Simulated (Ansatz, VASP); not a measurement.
**ZnCo in VASP and in Ansatz**

Contents of INCAR:

```
PREC = Accurate
ENCUT = 520
EDIFF = 1E-6
ISMEAR = -1
SIGMA = 0.1
LREAL = F
LASPH = T
NELM = 150
ALGO = Normal
ISIF = 2
LWAVE = F
LCHARG = F
ISPIN = 2
MAGMOM = 0 1.8
LORBIT = 11
LMAXMIX = 4
NBANDS = 22
```

Contents of KPOINTS:

```
regular mesh
0
Gamma
  13 13 7
```

POSCAR

```
ZnCo
1.0
    2.6072240000      0.0000000000      0.0000000000
   -1.3036120000      2.2579220000      0.0000000000
    0.0000000000      0.0000000000      4.1716830000
Zn Co
1 1
Direct
    0.6666666667      0.3333333333      0.0000000000
    0.0000000000      0.0000000000      0.5000000000
```

Input for Ansatz:

```yaml
crystal:
  lattice:
    - [2.607224, 0.0, 0.0]
    - [-1.303612, 2.257922, 0.0]
    - [0.0, 0.0, 4.171683]
  atoms:
    - { symbol: Zn, position: [0.6666666666666666, 0.3333333333333333, 0.0] }
    - { symbol: Co, position: [0.0, 0.0, 0.5], spin: 1.8 }
basis:
  ecutwfc: 500.0
kpoints:
  mp_grid:
    grid: [13, 13, 7]
hamiltonian:
  xc: lda
magnetization:
  spin_polarized: true
scf:
  occupations:
    method: fermi_dirac
    width: 0.1
```

Alike in both runs: task single point; functional LDA; k mesh 13 × 13 × 7; occupations fermi-dirac, width 0.1 eV; collinear spin.

```csv
,VASP,Ansatz
version,VASP 6.6.1,Ansatz 0.2.0
potentials or method,"VASP PAW LDA potentials, release 64 (Zn, Co), cutoff 520 eV","plane waves, PAW"
valence electrons in the cell,21,29
```

Ansatz gave:

```
net moment per atom (μB)                                      : 0.60
size of the moment on the site where the two differ most (μB) : 1.28
```

Q: What did VASP give for the same quantities?

A: net moment per atom (μB): 0.56; size of the moment on the site where the two differ most (μB): 1.18.

LDA's correlation is that of Perdew and Zunger in VASP and of Perdew and Wang (1992) in Ansatz. Site moments also hang on the region over which each program counts them. VASP's potentials hold 21 valence electrons a cell and Ansatz's 29, so a difference there can come from the potentials and not from the codes.
